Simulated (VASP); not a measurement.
# PbSe (Pm-3m) in VASP: single point with PBEsol

Aim: the single point of PbSe with PBEsol.

Everything below comes from runs of VASP 6.6.1. Logs are shortened: lines on timing, memory, paths and dates and some standing lists are left out, and cuts for length are marked.

## (1) The cell of the first run

The structure is cubic, space group Pm-3m (No. 221). Conventional cell: a = 3.784 Å, b = 3.784 Å, c = 3.784 Å, α = 90.00°, β = 90.00°, γ = 90.00°. Within 4.3 Å of Pb (site symmetry m-3m) lie 8 Se at 3.28 Å and 6 Pb at 3.78 Å. Se (site symmetry m-3m) has 8 Pb at 3.28 Å and 6 Se at 3.78 Å within 4.3 Å.

## (2) Single point, PBEsol

Contents of INCAR:

```
SYSTEM = PbSe
PREC = Accurate ; ENCUT = 500
EDIFF = 1E-6 ; ISMEAR = 0
SIGMA = 0.01 ; LREAL = .FALSE.
LASPH = .TRUE. ; NELM = 120
ALGO = Normal ; ISIF = 2
LWAVE = .FALSE. ; LCHARG = .FALSE.
GGA = PS ; NBANDS = 17
GGA_COMPAT = .FALSE.
```

Contents of KPOINTS:

```
Automatic mesh
0
G
  6 6 6
  0 0 0
```

Contents of POSCAR:

```
PbSe
1.0
    3.7843220000      0.0000000000      0.0000000000
    0.0000000000      3.7843220000      0.0000000000
    0.0000000000      0.0000000000      3.7843220000
Pb Se
1 1
Direct
    0.0000000000      0.0000000000      0.0000000000
    0.5000000000      0.5000000000      0.5000000000
```

Potentials or basis: VASP PAW PBE potentials, release 64 (Pb_d, Se).

Command:

```console
$ cat potpaw_PBE.64/Pb_d/POTCAR potpaw_PBE.64/Se/POTCAR > POTCAR
$ mpirun -np 1 vasp_std > vasp.out
```

OUTCAR:

```text
SYSTEM = PbSe
   PREC = Accurate
   ENCUT = 500
   EDIFF = 1E-6
   ISMEAR = 0
   LREAL = .FALSE.
   LASPH = .TRUE.
   NELM = 120
   ISIF = 2
   GGA = PS

 ion  position               nearest neighbor table
   1  0.000  0.000  0.000-   2 3.28   2 3.28   2 3.28   2 3.28   2 3.28   2 3.28   2 3.28   2 3.28

   2  0.500  0.500  0.500-   1 3.28   1 3.28   1 3.28   1 3.28   1 3.28   1 3.28   1 3.28   1 3.28

  LATTYP: Found a simple cubic cell.
 ALAT       =     3.7843220000

  Lattice vectors:

 A1 = (   3.7843220000,   0.0000000000,   0.0000000000)
 A2 = (   0.0000000000,   3.7843220000,   0.0000000000)
 A3 = (   0.0000000000,   0.0000000000,   3.7843220000)

Analysis of symmetry for initial positions (statically):
=====================================================================
 Subroutine PRICEL returns:
 Original cell was already a primitive cell.

 Routine SETGRP: Setting up the symmetry group for a
 simple cubic supercell.

 Subroutine GETGRP returns: Found 48 space group operations
 (whereof 48 operations were pure point group operations)
 out of a pool of 48 trial point group operations.

The static configuration has the point symmetry O_h .

Analysis of symmetry for dynamics (positions and initial velocities):
=====================================================================
 Subroutine PRICEL returns:
 Original cell was already a primitive cell.

 Routine SETGRP: Setting up the symmetry group for a
 simple cubic supercell.

 Subroutine GETGRP returns: Found 48 space group operations
 (whereof 48 operations were pure point group operations)
 out of a pool of 48 trial point group operations.

The dynamic configuration has the point symmetry O_h .

 Subroutine INISYM returns: Found 48 space group operations
 (whereof 48 operations are pure point group operations),
 and found     1 'primitive' translations

----------------------------------------------------------------------------------------

                                     Primitive cell

  volume of cell :      54.1956

  direct lattice vectors                    reciprocal lattice vectors
     3.784322000  0.000000000  0.000000000     0.264248127  0.000000000  0.000000000
     0.000000000  3.784322000  0.000000000     0.000000000  0.264248127  0.000000000
     0.000000000  0.000000000  3.784322000     0.000000000  0.000000000  0.264248127

  length of vectors
     3.784322000  3.784322000  3.784322000     0.264248127  0.264248127  0.264248127

[... 74 lines left out ...]
   NELM   =    120;   NELMIN=  2; NELMDL= -5     # of ELM steps
   EDIFF  = 0.1E-05   stopping-criterion for ELM
   LREAL  =      F    real-space projection
   EDIFFG = 0.1E-04   stopping-criterion for IOM
   NSW    =      0    number of steps for IOM
   IBRION =     -1    ionic relax: 0-MD 1-quasi-New 2-CG
   NFREE  =      0    steps in history (QN), initial steepest desc. (CG)
   ISIF   =      2    stress and relaxation
   ISYM   =      2    0-nonsym 1-usesym 2-fastsym
   POTIM  = 0.5000    time-step for ionic-motion
   TEBEG  =    0.0;   TEEND  =   0.0 temperature during run
   PSTRESS=    0.0 pullay stress
   NELECT =      20.0000    total number of electrons
   NUPDOWN=      -1.0000    fix difference up-down
   EMIN   =  10.00;   EMAX   =-10.00  energy-range for DOS
   EFERMI =   0.00;   METHOD = LEGACY
   ISMEAR =     0;   SIGMA  =   0.01  broadening in eV -4-tet -1-fermi 0-gaus
   EFERMI_NEDOS =   21; number of points for ismear=-14 and -15
   IALGO  =     38    algorithm
   IMIX   =      4    mixing-type and parameters
     AMIX     =   0.40;   BMIX     =  1.00
     AMIX_MAG =   1.60;   BMIX_MAG =  1.00
  volume/ion in A,a.u.               =      27.10       182.87
  Fermi-wavevector in a.u.,A,eV,Ry     =   1.174258  2.219025 18.760817  1.378881
  Thomas-Fermi vector in A             =   2.310658
   LORBIT       =      0    0 simple, 1 ext, 2 COOP (PROOUT), +10 PAW based schemes
   GGA     = PS    functional components
   LHFCALC =     F    Hartree Fock is set to
   AEXX    =    0.0000 exact exchange contribution
   IVDW    =     0    specifies the selected vdW correction
   LEPSILON=     F    determine dielectric tensor
   LRPA    =     F    only Hartree local field effects (RPA)
 non-spin polarized calculation
 Gauss-broadening in eV      SIGMA  =   0.01
  energy-cutoff  :      500.00
  volume of cell :       54.20
 maximum number of plane-waves:      1406
 NGX is ok and might be reduce to    28
   NGX = 13   NGY = 13   NGZ = 13

 number of electron      20.0000009 magnetization

 Free energy of the ion-electron system (eV)
  ---------------------------------------------------
  ext. energy  EPLUGINS =         0.00000000
  ---------------------------------------------------
  free energy    TOTEN  =        -8.46204046 eV

  energy without entropy =       -8.46167616  energy(sigma->0) =       -8.46185831

 E-fermi :   5.2014     XC(G=0): -10.1216

 val. band max:        5.1948521135   @ k =   0.5000   0.5000   0.0000
 cond. band min:       5.2020543413   @ k =   0.5000   0.3333   0.3333
 fundamental gap:      0.0072022278
 Fermi energy:         5.2013604873

 k-point     1 :       0.0000    0.0000    0.0000
  band No.  band energies     occupation
      1     -11.6665      2.00000
      2     -11.6665      2.00000
      3     -11.5155      2.00000
      4     -11.5155      2.00000
      5     -11.5155      2.00000
      6      -8.0289      2.00000
[... 377 lines left out ...]
      4     -11.4724      2.00000
      5     -11.4724      2.00000
      6      -6.0896      2.00000
[... 9 lines left out ...]
     16      18.8771      0.00000
     17      22.4659      0.00000

------------------------ aborting loop because EDIFF is reached ----------------------------------------

  FORCE on cell =-STRESS in cart. coord.  units (eV):
  Direction    XX          YY          ZZ          XY          YZ          ZX
  --------------------------------------------------------------------------------------
  -------------------------------------------------------------------------------------
  Total       -1.1043811     -1.1043811     -1.1043811      0.0000000      0.0000000      0.0000000
  in kB      -32.6486566    -32.6486566    -32.6486566      0.0000000      0.0000000      0.0000000
  external PRESSURE =     -32.6486566 kB  Pullay stress =       0.0000000 kB

 VOLUME and BASIS-vectors are now :
 -----------------------------------------------------------------------------
  energy-cutoff  :      500.00
  volume of cell :       54.20
      direct lattice vectors                 reciprocal lattice vectors
     3.784322000  0.000000000  0.000000000     0.264248127  0.000000000  0.000000000
     0.000000000  3.784322000  0.000000000     0.000000000  0.264248127  0.000000000
     0.000000000  0.000000000  3.784322000     0.000000000  0.000000000  0.264248127

 POSITION                                       TOTAL-FORCE (eV/Angst)
 -----------------------------------------------------------------------------------
      0.00000      0.00000      0.00000         0.000000      0.000000      0.000000
      1.89216      1.89216      1.89216         0.000000      0.000000      0.000000
 -----------------------------------------------------------------------------------
    total drift:                               -0.000000      0.000000     -0.000000

  FREE ENERGIE OF THE ION-ELECTRON SYSTEM (eV)
  ---------------------------------------------------
  free  energy   TOTEN  =        -8.4620404579 eV

  energy  without entropy=       -8.4616761617  energy(sigma->0) =       -8.46185831
```

Wall time 13 s (1 thread of Intel Xeon 6975P-C (Granite Rapids), shared host); peak memory 0.16 GiB.

What came out:

| Item | Value |
| --- | --- |
| Free energy | -8.4620 eV |
| Pressure | -3.3 GPa |
| Band gap on the k mesh | zero (band 10 reaches 5.31 eV, above the bottom of band 11 at 4.53 eV) |

Caveat: the PAW data sets were made with another functional, which shifts forces and pressure a little; spin-orbit coupling is left out, which moves the levels of the heavy elements.
